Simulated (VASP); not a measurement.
A run of VASP 6.6.1:

Contents of INCAR:

```
ALGO = Fast
EDIFF = 1E-6
ENCUT = 520
GGA = PE
ISIF = 2
ISMEAR = 0
LASPH = True
LCHARG = True
LELF = True
LREAL = False
LVHAR = True
LWAVE = False
NBANDS = 33
NELM = 100
PREC = Accurate
SIGMA = 0.1
```

File KPOINTS:

```
k-points
0
Gamma
  4 4 4
```

File POSCAR:

```
In3Cu
1.0
   -2.8744651500      2.8744651500      2.8744651500
    2.8744651500     -2.8744651500      2.8744651500
    2.8744651500      2.8744651500     -2.8744651500
In Cu
3 1
Direct
    0.0000000000      0.5000000000      0.5000000000
    0.5000000000      0.0000000000      0.5000000000
    0.5000000000      0.5000000000      0.0000000000
    0.0000000000      0.0000000000      0.0000000000
```

Potentials or basis: VASP PAW PBE potentials, release 64 (In_d, Cu).

Run with:

```sh
$ cat potpaw_PBE.64/In_d/POTCAR potpaw_PBE.64/Cu/POTCAR > POTCAR
$ mpirun -np 1 vasp_std > vasp.out
```

Hardware: 1 thread of Intel(R) Xeon(R) Platinum 8259CL CPU @ 2.50GHz (Skylake/Cascade Lake), on a shared host.

Estimate the wall time of this run.

Run time: 82 s on 1 thread of Intel(R) Xeon(R) Platinum 8259CL CPU @ 2.50GHz (Skylake/Cascade Lake), with other jobs on the host, peak memory 0.23 GiB. Counts: scf iterations 18, k points 8.
